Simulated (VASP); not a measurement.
# AlN (zincblende type) (F-43m) in VASP: relaxation of cell and atoms with PBEsol

Aim: the relaxation of cell and atoms of AlN (zincblende type) with PBEsol.

All numbers are computed with VASP 6.6.1; they aren't measurements. Logs are shortened: lines on timing, memory, paths and dates and some standing lists are left out, and cuts for length are marked.

## Step 1: The cell of the first run

Symmetry: F-43m, No. 216, cubic system. The conventional cell has a = 4.309 Å, b = 4.309 Å, c = 4.309 Å, α = 90.00°, β = 90.00°, γ = 90.00°. Within 2.5 Å of Al (site symmetry -43m) lie 4 N at 1.87 Å. N (site symmetry -43m) has 4 Al at 1.87 Å within 2.5 Å.

## Step 2: Relaxation of cell and atoms, PBEsol

Input file INCAR:

```
SYSTEM = AlN
  PREC = Accurate
  ENCUT = 600
  EDIFF = 1E-6
  ISMEAR = -1
  SIGMA = 0.08
  LREAL = .False.
  LASPH = .True.
  NELM = 80
  ALGO = Normal
  ISIF = 3
  LWAVE = .False.
  LCHARG = .False.
  GGA = PS
  IBRION = 2
  NSW = 60
  EDIFFG = -0.005
```

Input file KPOINTS:

```
Automatic mesh
0
Gamma
  15 15 15
  0 0 0
```

Input file POSCAR:

```
AlN
1.0
    0.0000000000      2.1544346900      2.1544346900
    2.1544346900      0.0000000000      2.1544346900
    2.1544346900      2.1544346900      0.0000000000
Al N
1 1
Direct
    0.0000000000      0.0000000000      0.0000000000
    0.2500000000      0.2500000000      0.2500000000
```

Potentials or basis: VASP PAW PBE potentials, release 64 (Al, N).

On the command line:

```console
$ cat potpaw_PBE.64/Al/POTCAR potpaw_PBE.64/N/POTCAR > POTCAR
$ mpirun -np 1 vasp_std > vasp.out
```

OUTCAR:

```text
SYSTEM = AlN
   PREC = Accurate
   ENCUT = 600
   EDIFF = 1E-6
   ISMEAR = -1
   LREAL = .False.
   LASPH = .True.
   NELM = 80
   ISIF = 3
   GGA = PS
   IBRION = 2
   NSW = 60
   EDIFFG = -0.005

 ion  position               nearest neighbor table
   1  0.000  0.000  0.000-   2 1.87   2 1.87   2 1.87   2 1.87
   2  0.250  0.250  0.250-   1 1.87   1 1.87   1 1.87   1 1.87

  LATTYP: Found a face centered cubic cell.
 ALAT       =     4.3088693800

  Lattice vectors:

 A1 = (   0.0000000000,   2.1544346900,   2.1544346900)
 A2 = (   2.1544346900,   0.0000000000,   2.1544346900)
 A3 = (   2.1544346900,   2.1544346900,   0.0000000000)

Analysis of symmetry for initial positions (statically):
[... 5 lines left out ...]
 face centered cubic supercell.

 Subroutine GETGRP returns: Found 24 space group operations
 (whereof 24 operations were pure point group operations)
 out of a pool of 48 trial point group operations.

The static configuration has the point symmetry T_d .

Analysis of symmetry for dynamics (positions and initial velocities):
[... 5 lines left out ...]
 face centered cubic supercell.

 Subroutine GETGRP returns: Found 24 space group operations
 (whereof 24 operations were pure point group operations)
 out of a pool of 48 trial point group operations.

The dynamic configuration has the point symmetry T_d .

 Subroutine INISYM returns: Found 24 space group operations
 (whereof 24 operations are pure point group operations),
 and found     1 'primitive' translations

----------------------------------------------------------------------------------------

                                     Primitive cell

  volume of cell :      20.0000

  direct lattice vectors                    reciprocal lattice vectors
     0.000000000  2.154434690  2.154434690    -0.232079442  0.232079442  0.232079442
     2.154434690  0.000000000  2.154434690     0.232079442 -0.232079442  0.232079442
     2.154434690  2.154434690  0.000000000     0.232079442  0.232079442 -0.232079442

  length of vectors
     3.046830758  3.046830758  3.046830758     0.401973384  0.401973384  0.401973384

  position of ions in fractional coordinates (direct lattice)
     0.000000000  0.000000000  0.000000000
     0.250000000  0.250000000  0.250000000

  ion indices of the primitive-cell ions
   primitive index   ion index
                 1           1
                 2           2

----------------------------------------------------------------------------------------

 KPOINTS: Automatic mesh

Automatic generation of k-mesh.
 Grid dimensions read from file:
 generate k-points for:   15   15   15

 Generating k-lattice:

  Cartesian coordinates                     Fractional coordinates (reciprocal lattice)
    -0.015471963  0.015471963  0.015471963     0.066666667  0.000000000  0.000000000
     0.015471963 -0.015471963  0.015471963     0.000000000  0.066666667  0.000000000
     0.015471963  0.015471963 -0.015471963     0.000000000  0.000000000  0.066666667

  Length of vectors
     0.026798226  0.026798226  0.026798226

  Shift w.r.t. Gamma in fractional coordinates (k-lattice)
     0.000000000  0.000000000  0.000000000

 Subroutine IBZKPT returns following result:
 ===========================================

 Found    120 irreducible k-points:

 Following reciprocal coordinates:
            Coordinates               Weight
  0.000000  0.000000  0.000000      1.000000
  0.066667  0.000000  0.000000      8.000000
  0.133333  0.000000  0.000000      8.000000
  0.200000  0.000000  0.000000      8.000000
  0.266667  0.000000  0.000000      8.000000
  0.333333  0.000000  0.000000      8.000000
[... 16 lines left out ...]
  0.133333  0.133333  0.000000      6.000000
  0.200000  0.133333  0.000000     24.000000
 [... further k-points ...]
   k-points           NKPTS =    120   k-points in BZ     NKDIM =    120   number of bands    NBANDS=      8
   number of dos      NEDOS =    301   number of ions     NIONS =      2
   total plane-waves  NPLWV =  13824
   dimension x,y,z NGX =    24 NGY =   24 NGZ =   24
   dimension x,y,z NGXF=    48 NGYF=   48 NGZF=   48
   ions per type =               1   1
   NGX,Y,Z   is equivalent  to a cutoff of  13.10, 13.10, 13.10 a.u.
   NGXF,Y,Z  is equivalent  to a cutoff of  26.19, 26.19, 26.19 a.u.
 SYSTEM =  AlN
   PREC   = accura    normal or accurate (medium, high low for compatibility)
   ISTART =      0    job   : 0-new  1-cont  2-samecut
   ICHARG =      2    charge: 1-file 2-atom 10-const
   ISPIN  =      1    spin polarized calculation?
   LNONCOLLINEAR =      F non collinear calculations
   LSORBIT =      F    spin-orbit coupling
   LASPH  =      T    aspherical Exc in radial PAW
   ENCUT  =  600.0 eV  44.10 Ry    6.64 a.u.   6.09  6.09  6.09*2*pi/ulx,y,z
   NELM   =     80;   NELMIN=  2; NELMDL= -5     # of ELM steps
   EDIFF  = 0.1E-05   stopping-criterion for ELM
   LREAL  =      F    real-space projection
   EDIFFG = -.5E-02   stopping-criterion for IOM
   NSW    =     60    number of steps for IOM
   IBRION =      2    ionic relax: 0-MD 1-quasi-New 2-CG
   NFREE  =      1    steps in history (QN), initial steepest desc. (CG)
   ISIF   =      3    stress and relaxation
   ISYM   =      2    0-nonsym 1-usesym 2-fastsym
   POTIM  = 0.5000    time-step for ionic-motion
   TEBEG  =    0.0;   TEEND  =   0.0 temperature during run
   PSTRESS=    0.0 pullay stress
   NELECT =       8.0000    total number of electrons
   NUPDOWN=      -1.0000    fix difference up-down
   EMIN   =  10.00;   EMAX   =-10.00  energy-range for DOS
   EFERMI =   0.00;   METHOD = LEGACY
   ISMEAR =    -1;   SIGMA  =   0.08  broadening in eV -4-tet -1-fermi 0-gaus
   EFERMI_NEDOS =   21; number of points for ismear=-14 and -15
   IALGO  =     38    algorithm
   IMIX   =      4    mixing-type and parameters
     AMIX     =   0.40;   BMIX     =  1.00
     AMIX_MAG =   1.60;   BMIX_MAG =  1.00
  volume/ion in A,a.u.               =      10.00        67.48
  Fermi-wavevector in a.u.,A,eV,Ry     =   1.206225  2.279434 19.796173  1.454978
  Thomas-Fermi vector in A             =   2.341898
   LORBIT       =      0    0 simple, 1 ext, 2 COOP (PROOUT), +10 PAW based schemes
   GGA     = PS    functional components
   LHFCALC =     F    Hartree Fock is set to
   AEXX    =    0.0000 exact exchange contribution
   IVDW    =     0    specifies the selected vdW correction
   LEPSILON=     F    determine dielectric tensor
   LRPA    =     F    only Hartree local field effects (RPA)
 conjugate gradient relaxation of ions
 non-spin polarized calculation
  energy-cutoff  :      600.00
  volume of cell :       20.00
 maximum number of plane-waves:       681
   NGX = 13   NGY = 13   NGZ = 13

--------------------------------------- Ionic step        1  -------------------------------------------

 number of electron       7.9999998 magnetization

 Free energy of the ion-electron system (eV)
  ---------------------------------------------------
  ext. energy  EPLUGINS =         0.00000000
  ---------------------------------------------------
  free energy    TOTEN  =       -15.58182726 eV

  energy without entropy =      -15.58182726  energy(sigma->0) =      -15.58182726

------------------------ aborting loop because EDIFF is reached ----------------------------------------

  FORCE on cell =-STRESS in cart. coord.  units (eV):
  Direction    XX          YY          ZZ          XY          YZ          ZX
  --------------------------------------------------------------------------------------
  -------------------------------------------------------------------------------------
  Total        1.2953001      1.2953001      1.2953001      0.0000000     -0.0000000      0.0000000
  in kB      103.7650200    103.7650200    103.7650200      0.0000000     -0.0000000      0.0000000
  external PRESSURE =     103.7650200 kB  Pullay stress =       0.0000000 kB
[... 57 lines left out ...]
  energy  without entropy=      -15.5854482375  energy(sigma->0) =      -15.58544824

--------------------------------------- Ionic step        3  -------------------------------------------

 number of electron       8.0000000 magnetization

 Free energy of the ion-electron system (eV)
  ---------------------------------------------------
  ext. energy  EPLUGINS =         0.00000000
  ---------------------------------------------------
  free energy    TOTEN  =       -15.61176303 eV

  energy without entropy =      -15.61176303  energy(sigma->0) =      -15.61176303

 E-fermi :   7.4475     XC(G=0): -11.1013

 val. band max:        5.8175614448   @ k =   0.0000   0.0000   0.0000
 cond. band min:       9.0687418592   @ k =   0.4667   0.4667   0.0000
 fundamental gap:      3.2511804143
 Fermi energy:         7.4475479357

 k-point     1 :       0.0000    0.0000    0.0000
  band No.  band energies     occupation
      1      -9.1040      2.00000
      2       5.8176      2.00000
      3       5.8176      2.00000
      4       5.8176      2.00000
      5       9.8945      0.00000
      6      18.2244      0.00000
      7      18.2244      0.00000
      8      18.2244      0.00000
[... 243 lines left out ...]
 k-point    24 :       0.2000    0.1333    0.0000
  band No.  band energies     occupation
      1      -8.5336      2.00000
      2       3.8545      2.00000
      3       5.3078      2.00000
      4       5.3583      2.00000
      5      11.6978      0.00000
      6      16.8516      0.00000
      7      17.9689      0.00000
      8      18.8705      0.00000

 [... further k-points ...]
[... 5 lines left out ...]
  --------------------------------------------------------------------------------------
  -------------------------------------------------------------------------------------
  Total       -0.0053595     -0.0053595     -0.0053595     -0.0000000     -0.0000000     -0.0000000
  in kB       -0.4095271     -0.4095271     -0.4095271     -0.0000000     -0.0000000     -0.0000000
  external PRESSURE =      -0.4095271 kB  Pullay stress =       0.0000000 kB
[... 17 lines left out ...]
  FREE ENERGIE OF THE ION-ELECTRON SYSTEM (eV)
  ---------------------------------------------------
  free  energy   TOTEN  =       -15.6117630339 eV

  energy  without entropy=      -15.6117630337  energy(sigma->0) =      -15.61176303

 reached required accuracy - stopping structural energy minimisation
```

Wall time 26 s (1 thread of Intel Xeon Platinum 8488C (Sapphire Rapids), shared host); peak memory 0.15 GiB.

What came out:

```yaml
Free_energy: -15.6118 eV
Relaxed_volume: 10.48 Å³/atom
Relaxed_cell: a = 3.095 Å, b = 3.095 Å, c = 3.095 Å, α = 60.00°, β = 60.00°, γ = 60.00°
Space_group_after_relaxing_to_0.05_Å: F-43m (No. 216)
Energy_gained_by_relaxing: 15.0 meV/atom
Ionic_steps: 3
Pressure_after_relaxing: 0.0 GPa
Band_gap_on_the_k_mesh: 3.25 eV, indirect (least direct gap 4.08 eV)
```

The path:
```csv
step,energy change (eV),largest force (eV/Å),pressure (GPa),volume (Å³)
1,0.0000,0.0000,10.38,20.00
2,-0.0036,0.0000,-8.35,21.93
3,-0.0299,0.0000,-0.04,20.97
```

Final structure:
```
Al N
1.0
     0.00000    2.18864    2.18864
     2.18864    0.00000    2.18864
     2.18864    2.18864    0.00000
Al N
1 1
Direct
  0.00000 0.00000 0.00000
  0.25000 0.25000 0.25000
```

Caveat: the PAW data sets were made with another functional, which shifts forces and pressure a little. As with any semilocal functional, this PBEsol gap is likely too small.
